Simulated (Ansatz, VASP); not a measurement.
One calculation of TiB2H2, two programs

File INCAR:

```
PREC = Accurate ; ENCUT = 500
EDIFF = 1E-6 ; ISMEAR = 0
SIGMA = 0.1 ; LREAL = F
LASPH = T ; NELM = 120
ALGO = Normal ; ISIF = 2
LWAVE = F ; LCHARG = F
GGA = PE ; NBANDS = 18
GGA_COMPAT = F
```

KPOINTS

```
Automatic mesh
0
Gamma
  6 6 4
```

POSCAR

```
TiB2H2
1.0
    3.5107396600      0.0000000000      0.0000000000
   -1.7553698300      3.0403897300      0.0000000000
    0.0000000000      0.0000000000      3.9986013000
Ti B H
1 2 2
Direct
    0.0000000000      0.0000000000      0.0000000000
    0.3333333300      0.6666666700      0.0000000000
    0.6666666700      0.3333333300      0.0000000000
    0.3333333300      0.6666666700      0.5000000000
    0.6666666700      0.3333333300      0.5000000000
```

Input for Ansatz:

```yaml
crystal:
  lattice:
    - [3.51073966, 0.0, 0.0]
    - [-1.75536983, 3.04038973, 0.0]
    - [0.0, 0.0, 3.9986013]
  atoms:
    - { symbol: Ti, position: [0.0, 0.0, 0.0] }
    - { symbol: B, position: [0.33333333, 0.66666667, 0.0] }
    - { symbol: B, position: [0.66666667, 0.33333333, 0.0] }
    - { symbol: H, position: [0.33333333, 0.66666667, 0.5] }
    - { symbol: H, position: [0.66666667, 0.33333333, 0.5] }
basis:
  ecutwfc: 420
kpoints:
  mp_grid: { grid: [6, 6, 4] }
hamiltonian:
  xc: pbe
scf:
  occupations: { method: gaussian, width: 0.1 }
  lower_state_search: "off"
output:
  forces: true
  stress: true
  eigenvalues: true
```

Alike in both runs: task single point; functional PBE; k mesh 6 × 6 × 4; occupations gaussian, width 0.1 eV; no spin polarisation.

|  | VASP | Ansatz |
| --- | --- | --- |
| version | VASP 6.6.1 | Ansatz 0.2.0 |
| potentials or method | VASP PAW PBE potentials, release 64 (Ti_sv, B, H), cutoff 500 eV | scalar-relativistic, plane waves, PAW |
| valence electrons in the cell | 20 | 20 |

```tsv
	VASP	Ansatz	Ansatz less VASP
gap on the k mesh at the Fermi level (eV)	none	none	-
pressure (GPa)	14.3	14.6	+0.26
traceless stress, the component that is largest in VASP (GPa)	-32.39	-32.54	-0.159
```

A gap of «none» marks a metal or a gap that the smearing closes.

The k mesh is coarse, so the values compare programs but aren't converged.
